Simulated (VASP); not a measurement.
A run of VASP 6.6.1:

The input POSCAR:

```
Al
1.0
    2.7527054021      0.0000000000      0.0000000000
   -1.3763527011      2.3839128074      0.0000000000
    0.0000000000      0.0000000000      2.8003859799
Al
1
Direct
    0.0000000000      0.0000000000      0.0000000000
```

The input INCAR.step1:

```
ALGO     = Normal         # electronic algorithm
EDIFF    = 1E-4           # SCF threshold, eV
ENCUT    = 520            # plane-wave cutoff, eV
GGA      = PE             # functional
ISMEAR   = 0              # smearing method
LASPH    = True           # aspherical terms in the spheres
LCHARG   = False          # write CHGCAR
LREAL    = False          # projectors in reciprocal space
LWAVE    = True           # write WAVECAR
NBANDS   = 8              # bands
NELM     = 60             # most SCF steps
PREC     = Accurate       # precision mode
SIGMA    = 0.1            # smearing width, eV
```

The input INCAR.step2:

```
ALGO     = Normal         # electronic algorithm
EDIFF    = 1E-6           # SCF threshold, eV
ENCUT    = 520            # plane-wave cutoff, eV
ISIF     = 2              # what is computed and relaxed
ISMEAR   = 0              # smearing method
ISTART   = 1            
LASPH    = True           # aspherical terms in the spheres
LCHARG   = False          # write CHGCAR
LMIXTAU  = True         
LREAL    = False          # projectors in reciprocal space
LWAVE    = False          # write WAVECAR
METAGGA  = R2SCAN         # meta-GGA
NBANDS   = 8              # bands
NELM     = 60             # most SCF steps
PREC     = Accurate       # precision mode
SIGMA    = 0.1            # smearing width, eV
```

KPOINTS

```
k-points
0
Gamma
  24 24 20
```

Potentials or basis: VASP PAW PBE potentials, release 64 (Al).

The run is started by

```bash
$ cat potpaw_PBE.64/Al/POTCAR > POTCAR
$ cp INCAR.step1 INCAR
$ mpirun -np 1 vasp_std > vasp.out
$ cp INCAR.step2 INCAR
$ mpirun -np 1 vasp_std > vasp.out
```

Hardware: 1 thread of Intel(R) Xeon(R) 6975P-C (Granite Rapids), on a shared host.

Estimate the wall time of this run.

Run time: 2.3 min on 1 thread of Intel(R) Xeon(R) 6975P-C (Granite Rapids) (shared host), peak memory 0.19 GiB. Counts: k points 671.
